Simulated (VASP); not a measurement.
## AlN: relaxation of the atoms with r2SCAN

**Experimental background.**

“Self-assembly of well-separated AlN nanowires directly on sputtered metallic TiN films”, 2019, arxiv:1910.07391 quotes, for a bulk crystal of AlN at 10 K: band gap 6.034 eV (an exciton energy, a little under the gap).

The system is AlN.

```xyz
4
Lattice="3.1066 0.0000 0.0000 -1.5533 2.6904 0.0000 0.0000 0.0000 4.9781" Properties=species:S:1:pos:R:3 pbc="T T T"
Al    0.0000    1.7936   -0.0041
Al    1.5533    0.8968    2.4850
N     0.0000    1.7936    1.8958
N     1.5533    0.8968    4.3848
```

```
Program                : VASP 6.6.1
Task                   : relaxation of the atoms
Functional             : r2SCAN
Potentials or basis    : VASP PAW PBE potentials, release 64 (Al, N)
Cutoff                 : 520 eV
k mesh                 : 12 × 12 × 6
Occupations            : fermi-dirac, width 0.02 eV
Spin                   : no spin polarisation
Dipole correction      : no
Further INCAR settings : ALGO = Normal; EDIFF = 1e-07; IBRION = 2; EDIFFG = -0.01; NSW = 50
```

```json
{
 "Pressure after relaxing": "-0.4 GPa",
 "Band gap on the k mesh": "4.92 eV"
}
```

Final structure:
```xyz
4
Lattice="3.1066 0.0000 0.0000 -1.5533 2.6904 0.0000 0.0000 0.0000 4.9781" Properties=species:S:1:pos:R:3 pbc="T T T"
Al    0.0000    1.7936    4.9741
Al    1.5533    0.8968    2.4850
N     0.0000    1.7936    1.8958
N     1.5533    0.8968    4.3848
```

Levels at points of the mesh, in eV from the valence-band top:
```
           k point  band 6  band 7  band 8  band 9  band 10  band 11
(0.00, 0.00, 0.00)   -0.22   -0.22    0.00    4.92     7.54    11.62
(0.50, 0.00, 0.00)   -2.14   -1.77   -0.71    6.45     6.56     9.05
(0.00, 0.00, 0.50)   -0.56   -0.56   -0.56    7.26     7.26    11.32
(0.50, 0.00, 0.50)   -1.50   -1.39   -1.39    6.00     6.00    10.15
```

Run time: 110 s on 1 thread of AMD EPYC 9R45 96-Core Processor (Zen 5) (shared host), peak memory 0.15 GiB.

Measured gap of AlN: 6.034 eV (an exciton energy, a little under the gap; 10 K; quoted in “Self-assembly of well-separated AlN nanowires directly on sputtered metallic TiN films”, 2019, arxiv:1910.07391). This calculation gives 4.92 eV (-1.11 eV). 2 values of this kind are on record (6.034 to 6.0343 eV); this one was drawn at random. The value is that of r2SCAN on a finite k mesh, which can miss the band edges, without temperature or zero-point motion.

Caveat: the PAW data sets were made with another functional, which shifts forces and pressure a little.
